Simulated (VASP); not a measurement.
Write the native input for VASP 6.6.1 that does the following.

| Property | Result |
| --- | --- |
| Task | single point |
| Functional | r2SCAN |
| Potentials or basis | VASP PAW PBE potentials, release 64 (K_sv, F) |
| Cutoff | 520 eV |
| k mesh | 8 × 8 × 8 |
| Occupations | gaussian, width 0.01 eV |
| Spin | no spin polarisation |
| Dipole correction | no |
| Further INCAR settings | ALGO = Normal; EDIFF = 1e-07; NBANDS = 15 |

The system is KF.

```
K F
1.0
     0.00000    2.65896    2.65896
     2.65896    0.00000    2.65896
     2.65896    2.65896    0.00000
K F
1 1
Cartesian
  0.0000 0.0000 0.0000
  2.6590 2.6590 2.6590
```

These files were run (other wordings do the same):

POSCAR

```
KF
1.0
    0.0000000000      2.6589614660      2.6589614660
    2.6589614660      0.0000000000      2.6589614660
    2.6589614660      2.6589614660      0.0000000000
K F
1 1
Direct
    0.0000000000      0.0000000000      0.0000000000
    0.5000000000      0.5000000000      0.5000000000
```

INCAR.step1

```
SYSTEM = KF
ALGO     = Normal         ! electronic algorithm
EDIFF    = 1E-4           ! SCF threshold, eV
ENCUT    = 520            ! plane-wave cutoff, eV
GGA      = PE             ! functional
ISMEAR   = 0              ! smearing method
LASPH    = .True.         ! aspherical terms in the spheres
LCHARG   = .False.        ! write CHGCAR
LREAL    = .False.        ! projectors in reciprocal space
LWAVE    = .True.         ! write WAVECAR
NBANDS   = 15             ! bands
NELM     = 80             ! most SCF steps
PREC     = Accurate       ! precision mode
SIGMA    = 0.01           ! smearing width, eV
```

INCAR.step2

```
SYSTEM = KF
ALGO     = Normal         ! electronic algorithm
EDIFF    = 1E-7           ! SCF threshold, eV
ENCUT    = 520            ! plane-wave cutoff, eV
ISIF     = 2              ! what is computed and relaxed
ISMEAR   = 0              ! smearing method
ISTART   = 1            
LASPH    = .True.         ! aspherical terms in the spheres
LCHARG   = .False.        ! write CHGCAR
LMIXTAU  = .True.       
LREAL    = .False.        ! projectors in reciprocal space
LWAVE    = .False.        ! write WAVECAR
METAGGA  = R2SCAN         ! meta-GGA
NBANDS   = 15             ! bands
NELM     = 80             ! most SCF steps
PREC     = Accurate       ! precision mode
SIGMA    = 0.01           ! smearing width, eV
```

KPOINTS

```
k-points
0
Gamma
  8 8 8
  0 0 0
```

Potentials or basis: VASP PAW PBE potentials, release 64 (K_sv, F).

Launch:

```sh
$ cat potpaw_PBE.64/K_sv/POTCAR potpaw_PBE.64/F/POTCAR > POTCAR
$ cp INCAR.step1 INCAR
$ mpirun -np 1 vasp_std > vasp.out
$ cp INCAR.step2 INCAR
$ mpirun -np 1 vasp_std > vasp.out
```

It gave:

The pressure is 0.0 GPa. The band gap on the k mesh is 6.91 eV, direct.

Caveat: the PAW data sets were made with another functional, which shifts forces and pressure a little.

It took 72 s on 1 thread of Intel(R) Xeon(R) Platinum 8488C (Sapphire Rapids) (shared host), peak memory 0.17 GiB.
